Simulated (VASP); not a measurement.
# WS in VASP: a series of runs

Runs on WS. Level: PBE. Tasks: single point.

All numbers are computed with VASP 6.6.1; they aren't measurements. Logs are shortened: lines on timing, memory, paths and dates and some standing lists are left out, and cuts for length are marked.

### Step 1. The cell of the first run

The structure is cubic, space group Pm-3m (No. 221). Conventional cell: a = 2.946 Å, b = 2.946 Å, c = 2.946 Å, α = 90.00°, β = 90.00°, γ = 90.00°. Within 3.4 Å of W (site symmetry m-3m) lie 8 S at 2.55 Å and 6 W at 2.95 Å. Within 3.4 Å of S (site symmetry m-3m) lie 8 W at 2.55 Å and 6 S at 2.95 Å.

### Step 2. Single point, PBE (volume scaled by 0.94)

File INCAR:

```
ALGO     = Normal         # electronic algorithm
EDIFF    = 1E-6           # SCF threshold, eV
ENCUT    = 520            # plane-wave cutoff, eV
GGA      = PE             # functional
ISIF     = 2              # what is computed and relaxed
ISMEAR   = -1             # smearing method
LASPH    = T              # aspherical terms in the spheres
LCHARG   = F              # write CHGCAR
LREAL    = F              # projectors in reciprocal space
LWAVE    = F              # write WAVECAR
NBANDS   = 17             # bands
NELM     = 100            # most SCF steps
PREC     = Accurate       # precision mode
SIGMA    = 0.05           # smearing width, eV
```

File KPOINTS:

```
k-points
0
Gamma
  9 9 9
```

File POSCAR:

```
WS
1.0
    2.9464872605      0.0000000000      0.0000000000
    0.0000000000      2.9464872605      0.0000000000
    0.0000000000      0.0000000000      2.9464872605
W S
1 1
Direct
    0.5000000000      0.5000000000      0.5000000000
    0.0000000000      0.0000000000      0.0000000000
```

Potentials or basis: VASP PAW PBE potentials, release 64 (W_sv, S).

Started as:

```
cat potpaw_PBE.64/W_sv/POTCAR potpaw_PBE.64/S/POTCAR > POTCAR
mpirun -np 1 vasp_std > vasp.out
```

OUTCAR:

```text
EDIFF = 1E-6
   ENCUT = 520
   GGA = PE
   ISIF = 2
   ISMEAR = -1
   LASPH = T
   LREAL = F
   NELM = 100
   PREC = Accurate

 ion  position               nearest neighbor table
   1  0.500  0.500  0.500-   2 2.55   2 2.55   2 2.55   2 2.55   2 2.55   2 2.55   2 2.55   2 2.55

   2  0.000  0.000  0.000-   1 2.55   1 2.55   1 2.55   1 2.55   1 2.55   1 2.55   1 2.55   1 2.55

  LATTYP: Found a simple cubic cell.
 ALAT       =     2.9464872605

  Lattice vectors:

 A1 = (   2.9464872605,   0.0000000000,   0.0000000000)
 A2 = (   0.0000000000,   2.9464872605,   0.0000000000)
 A3 = (   0.0000000000,   0.0000000000,   2.9464872605)

Analysis of symmetry for initial positions (statically):
=====================================================================
 Subroutine PRICEL returns:
 Original cell was already a primitive cell.

 Routine SETGRP: Setting up the symmetry group for a
 simple cubic supercell.

 Subroutine GETGRP returns: Found 48 space group operations
 (whereof 48 operations were pure point group operations)
 out of a pool of 48 trial point group operations.

The static configuration has the point symmetry O_h .

Analysis of symmetry for dynamics (positions and initial velocities):
=====================================================================
 Subroutine PRICEL returns:
 Original cell was already a primitive cell.

 Routine SETGRP: Setting up the symmetry group for a
 simple cubic supercell.

 Subroutine GETGRP returns: Found 48 space group operations
 (whereof 48 operations were pure point group operations)
 out of a pool of 48 trial point group operations.

The dynamic configuration has the point symmetry O_h .

 Subroutine INISYM returns: Found 48 space group operations
 (whereof 48 operations are pure point group operations),
 and found     1 'primitive' translations

----------------------------------------------------------------------------------------

                                     Primitive cell

  volume of cell :      25.5808

  direct lattice vectors                    reciprocal lattice vectors
     2.946487261  0.000000000  0.000000000     0.339387179  0.000000000  0.000000000
     0.000000000  2.946487261  0.000000000     0.000000000  0.339387179  0.000000000
     0.000000000  0.000000000  2.946487261     0.000000000  0.000000000  0.339387179

  length of vectors
     2.946487261  2.946487261  2.946487261     0.339387179  0.339387179  0.339387179

  position of ions in fractional coordinates (direct lattice)
     0.500000000  0.500000000  0.500000000
     0.000000000  0.000000000  0.000000000

  ion indices of the primitive-cell ions
   primitive index   ion index
                 1           1
                 2           2

----------------------------------------------------------------------------------------

 KPOINTS: k-points

Automatic generation of k-mesh.
 Grid dimensions read from file:
 generate k-points for:    9    9    9

 Generating k-lattice:

  Cartesian coordinates                     Fractional coordinates (reciprocal lattice)
     0.037709687  0.000000000  0.000000000     0.111111111  0.000000000  0.000000000
     0.000000000  0.037709687  0.000000000     0.000000000  0.111111111  0.000000000
     0.000000000  0.000000000  0.037709687     0.000000000  0.000000000  0.111111111

  Length of vectors
     0.037709687  0.037709687  0.037709687

  Shift w.r.t. Gamma in fractional coordinates (k-lattice)
     0.000000000  0.000000000  0.000000000

 Subroutine IBZKPT returns following result:
 ===========================================

 Found     35 irreducible k-points:

 Following reciprocal coordinates:
            Coordinates               Weight
  0.000000  0.000000  0.000000      1.000000
  0.111111  0.000000  0.000000      6.000000
  0.222222  0.000000  0.000000      6.000000
  0.333333  0.000000  0.000000      6.000000
  0.444444  0.000000  0.000000      6.000000
  0.111111  0.111111  0.000000     12.000000
[... 16 lines left out ...]
  0.333333  0.333333  0.111111     24.000000
  0.444444  0.333333  0.111111     48.000000
 [... further k-points ...]
   k-points           NKPTS =     35   k-points in BZ     NKDIM =     35   number of bands    NBANDS=     17
   number of dos      NEDOS =    301   number of ions     NIONS =      2
   total plane-waves  NPLWV =  13824
   dimension x,y,z NGX =    24 NGY =   24 NGZ =   24
   dimension x,y,z NGXF=    48 NGYF=   48 NGZF=   48
   ions per type =               1   1
   NGX,Y,Z   is equivalent  to a cutoff of  13.54, 13.54, 13.54 a.u.
   NGXF,Y,Z  is equivalent  to a cutoff of  27.08, 27.08, 27.08 a.u.
 SYSTEM =  unknown system
   PREC   = accura    normal or accurate (medium, high low for compatibility)
   ISTART =      0    job   : 0-new  1-cont  2-samecut
   ICHARG =      2    charge: 1-file 2-atom 10-const
   ISPIN  =      1    spin polarized calculation?
   LNONCOLLINEAR =      F non collinear calculations
   LSORBIT =      F    spin-orbit coupling
   LASPH  =      T    aspherical Exc in radial PAW
   ENCUT  =  520.0 eV  38.22 Ry    6.18 a.u.   5.48  5.48  5.48*2*pi/ulx,y,z
   NELM   =    100;   NELMIN=  2; NELMDL= -5     # of ELM steps
   EDIFF  = 0.1E-05   stopping-criterion for ELM
   LREAL  =      F    real-space projection
   EDIFFG = 0.1E-04   stopping-criterion for IOM
   NSW    =      0    number of steps for IOM
   IBRION =     -1    ionic relax: 0-MD 1-quasi-New 2-CG
   NFREE  =      0    steps in history (QN), initial steepest desc. (CG)
   ISIF   =      2    stress and relaxation
   ISYM   =      2    0-nonsym 1-usesym 2-fastsym
   POTIM  = 0.5000    time-step for ionic-motion
   TEBEG  =    0.0;   TEEND  =   0.0 temperature during run
   PSTRESS=    0.0 pullay stress
   NELECT =      20.0000    total number of electrons
   NUPDOWN=      -1.0000    fix difference up-down
   EMIN   =  10.00;   EMAX   =-10.00  energy-range for DOS
   EFERMI =   0.00;   METHOD = LEGACY
   ISMEAR =    -1;   SIGMA  =   0.05  broadening in eV -4-tet -1-fermi 0-gaus
   EFERMI_NEDOS =   21; number of points for ismear=-14 and -15
   IALGO  =     38    algorithm
   IMIX   =      4    mixing-type and parameters
     AMIX     =   0.40;   BMIX     =  1.00
     AMIX_MAG =   1.60;   BMIX_MAG =  1.00
  volume/ion in A,a.u.               =      12.79        86.31
  Fermi-wavevector in a.u.,A,eV,Ry     =   1.508158  2.850006 30.947015  2.274541
  Thomas-Fermi vector in A             =   2.618649
   LORBIT       =      0    0 simple, 1 ext, 2 COOP (PROOUT), +10 PAW based schemes
   GGA     = PE    functional components
[... 5 lines left out ...]
 non-spin polarized calculation
  energy-cutoff  :      520.00
  volume of cell :       25.58
 maximum number of plane-waves:       739
 NGX is ok and might be reduce to    24
   NGX = 11   NGY = 11   NGZ = 11

 number of electron      20.0000007 magnetization

 Free energy of the ion-electron system (eV)
  ---------------------------------------------------
  ext. energy  EPLUGINS =         0.00000000
  ---------------------------------------------------
  free energy    TOTEN  =       -16.52151830 eV

  energy without entropy =      -16.50748959  energy(sigma->0) =      -16.51450394

 E-fermi :  13.6238     XC(G=0): -13.5934

 val. band max:       13.6125337000   @ k =   0.4444   0.2222   0.2222
 cond. band min:      13.6430133106   @ k =   0.4444   0.4444   0.2222
 fundamental gap:      0.0304796106
 Fermi energy:        13.6237908067

 k-point     1 :       0.0000    0.0000    0.0000
  band No.  band energies     occupation
      1     -60.7132      2.00000
      2     -24.8093      2.00000
      3     -24.8093      2.00000
      4     -24.8093      2.00000
      5      -4.5288      2.00000
      6       8.6440      2.00000
[... 9 lines left out ...]
     16      23.4211      0.00000
     17      31.1125      0.00000

 k-point     2 :       0.1111    0.0000    0.0000
  band No.  band energies     occupation
      1     -60.7103      2.00000
      2     -24.8729      2.00000
      3     -24.8035      2.00000
      4     -24.8035      2.00000
      5      -4.3104      2.00000
      6       7.9198      2.00000
[... 9 lines left out ...]
     16      23.8931      0.00000
     17      28.8741      0.00000

 k-point     3 :       0.2222    0.0000    0.0000
  band No.  band energies     occupation
      1     -60.7028      2.00000
      2     -25.0313      2.00000
      3     -24.7888      2.00000
      4     -24.7888      2.00000
      5      -3.6960      2.00000
      6       6.1524      2.00000
[... 9 lines left out ...]
     16      25.2828      0.00000
     17      26.2059      0.00000

 k-point     4 :       0.3333    0.0000    0.0000
  band No.  band energies     occupation
      1     -60.6944      2.00000
      2     -25.2065      2.00000
      3     -24.7720      2.00000
      4     -24.7720      2.00000
      5      -2.8197      2.00000
      6       4.2709      2.00000
[... 9 lines left out ...]
     16      23.8575      0.00000
     17      23.8575      0.00000

 k-point     5 :       0.4444    0.0000    0.0000
  band No.  band energies     occupation
      1     -60.6890      2.00000
      2     -25.3183      2.00000
      3     -24.7610      2.00000
      4     -24.7610      2.00000
      5      -2.0245      2.00000
      6       2.9336      2.00000
[... 9 lines left out ...]
     16      22.1339      0.00000
     17      22.1339      0.00000

 k-point     6 :       0.1111    0.1111    0.0000
  band No.  band energies     occupation
      1     -60.7074      2.00000
      2     -24.8714      2.00000
      3     -24.8617      2.00000
      4     -24.7977      2.00000
      5      -4.1030      2.00000
      6       7.9993      2.00000
[... 9 lines left out ...]
     16      23.5989      0.00000
     17      27.5629      0.00000
[... 281 lines left out ...]
 k-point    21 :       0.3333    0.2222    0.1111
  band No.  band energies     occupation
      1     -60.6815      2.00000
      2     -25.1662      2.00000
      3     -24.9744      2.00000
      4     -24.8109      2.00000
      5      -2.3061      2.00000
      6       5.0406      2.00000
[... 9 lines left out ...]
     16      23.5483      0.00000
     17      25.4109      0.00000

 k-point    22 :       0.4444    0.2222    0.1111
  band No.  band energies     occupation
      1     -60.6760      2.00000
      2     -25.2736      2.00000
      3     -24.9604      2.00000
      4     -24.7994      2.00000
      5      -1.8278      2.00000
      6       4.1133      2.00000
[... 9 lines left out ...]
     16      22.7941      0.00000
     17      24.0044      0.00000

 k-point    23 :       0.3333    0.3333    0.1111
  band No.  band energies     occupation
      1     -60.6732      2.00000
      2     -25.1477      2.00000
      3     -25.1316      2.00000
      4     -24.7940      2.00000
      5      -1.9510      2.00000
      6       5.2653      2.00000
[... 9 lines left out ...]
     16      24.2763      0.00000
     17      26.5023      0.00000

 k-point    24 :       0.4444    0.3333    0.1111
  band No.  band energies     occupation
      1     -60.6678      2.00000
      2     -25.2451      2.00000
      3     -25.1225      2.00000
      4     -24.7828      2.00000
      5      -1.6990      2.00000
      6       5.0041      2.00000
[... 9 lines left out ...]
     16      24.9105      0.00000
     17      25.4549      0.00000

 [... further k-points ...]
[... 5 lines left out ...]
  --------------------------------------------------------------------------------------
  -------------------------------------------------------------------------------------
  Total        2.9326963      2.9326963      2.9326963     -0.0000000      0.0000000      0.0000000
  in kB      183.6808868    183.6808868    183.6808868     -0.0000000      0.0000000      0.0000000
  external PRESSURE =     183.6808868 kB  Pullay stress =       0.0000000 kB

 VOLUME and BASIS-vectors are now :
 -----------------------------------------------------------------------------
  energy-cutoff  :      520.00
  volume of cell :       25.58
      direct lattice vectors                 reciprocal lattice vectors
     2.946487261  0.000000000  0.000000000     0.339387179  0.000000000  0.000000000
     0.000000000  2.946487261  0.000000000     0.000000000  0.339387179  0.000000000
     0.000000000  0.000000000  2.946487261     0.000000000  0.000000000  0.339387179

 POSITION                                       TOTAL-FORCE (eV/Angst)
 -----------------------------------------------------------------------------------
      1.47324      1.47324      1.47324         0.000000      0.000000      0.000000
      0.00000      0.00000      0.00000         0.000000      0.000000      0.000000
 -----------------------------------------------------------------------------------
    total drift:                                0.000000     -0.000000     -0.000000

  FREE ENERGIE OF THE ION-ELECTRON SYSTEM (eV)
  ---------------------------------------------------
  free  energy   TOTEN  =       -16.5215182995 eV

  energy  without entropy=      -16.5074895880  energy(sigma->0) =      -16.51450394
```

It took 8.4 s on 1 thread of Intel Xeon Platinum 8488C (Sapphire Rapids), shared host; peak memory 0.14 GiB.

What came out:

```
Free energy            : -16.5215 eV
Pressure               : 18.4 GPa
Band gap on the k mesh : zero (band 10 reaches 15.63 eV, above the bottom of band 11 at 12.89 eV)
```

Caveat: spin-orbit coupling is left out, which moves the levels of the heavy elements.

### Step 3. Single point, PBE (volume scaled by 0.96)

File INCAR:

```
SYSTEM = WS
PREC = Accurate
ENCUT = 520
EDIFF = 1E-6
ISMEAR = -1
SIGMA = 0.05
LREAL = .False.
LASPH = .True.
NELM = 100
ALGO = Normal
ISIF = 2
LWAVE = .False.
LCHARG = .False.
GGA = PE
NBANDS = 17
```

File KPOINTS:

```
Automatic mesh
0
Gamma
  9 9 9
  0 0 0
```

File POSCAR:

```
WS
1.0
    2.9672378545      0.0000000000      0.0000000000
    0.0000000000      2.9672378545      0.0000000000
    0.0000000000      0.0000000000      2.9672378545
W S
1 1
Direct
    0.5000000000      0.5000000000      0.5000000000
    0.0000000000      0.0000000000      0.0000000000
```

Potentials or basis: VASP PAW PBE potentials, release 64 (W_sv, S).

Started as:

```
cat potpaw_PBE.64/W_sv/POTCAR potpaw_PBE.64/S/POTCAR > POTCAR
mpirun -np 1 vasp_std > vasp.out
```

It took 7.4 s on 1 thread of Intel Xeon Platinum 8488C (Sapphire Rapids), shared host; peak memory 0.15 GiB.

It converged, with:

```yaml
Free_energy: -16.5729 eV
Pressure: 11.8 GPa
Band_gap_on_the_k_mesh: zero (band 10 reaches 15.23 eV, above the bottom of band 11 at 12.56 eV)
```

Levels at points of the mesh, in eV from the Fermi level:
```tsv
k point	band 6	band 7	band 8	band 9	band 10	band 11	band 12	band 13	band 14	band 15
(0.00, 0.00, 0.00)	-4.83	-4.83	-2.88	-2.88	-2.88	1.25	1.25	1.25	2.87	9.73
```

Caveat: spin-orbit coupling is left out, which moves the levels of the heavy elements.

(Part 1 of 2 ends here.)
